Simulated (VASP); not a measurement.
Wanted: the native input for a VASP 6.6.1 run.

```yaml
Task: single point
Functional: PBE
Potentials_or_basis: VASP PAW PBE potentials, release 64 (Ba_sv, Y_sv)
Cutoff: 520 eV
k_mesh: 9 × 9 × 8
Occupations: gaussian, width 0.05 eV
Spin: no spin polarisation
Dipole_correction: no
Further_INCAR_settings: ALGO = Normal; EDIFF = 1e-07; NBANDS = 18
```

The structure of BaY lies in POSCAR:

```
BaY
1.0
    4.2556898000      0.0000000000      0.0000000000
    0.0000000000      4.2556898000      0.0000000000
    0.0000000000      0.0000000000      4.4754226500
Ba Y
1 1
Direct
    0.0000000000      0.0000000000      0.0000000000
    0.5000000000      0.5000000000      0.5000000000
```

One way to write it, as run:

INCAR

```
PREC = Accurate
ENCUT = 520
EDIFF = 1E-7
ISMEAR = 0
SIGMA = 0.05
LREAL = False
LASPH = True
NELM = 60
ALGO = Normal
ISIF = 2
LWAVE = False
LCHARG = False
GGA = PE
NBANDS = 18
```

KPOINTS

```
regular mesh
0
Gamma
  9 9 8
```

Potentials or basis: VASP PAW PBE potentials, release 64 (Ba_sv, Y_sv).

The run is started by

```console
$ cat potpaw_PBE.64/Ba_sv/POTCAR potpaw_PBE.64/Y_sv/POTCAR > POTCAR
$ mpirun -np 1 vasp_std > vasp.out
```

Results of the run:

* Pressure: 1.5 GPa

Run time: 45 s on 1 thread of Intel(R) Xeon(R) Platinum 8559C (Emerald Rapids), on a shared host, peak memory 0.28 GiB.
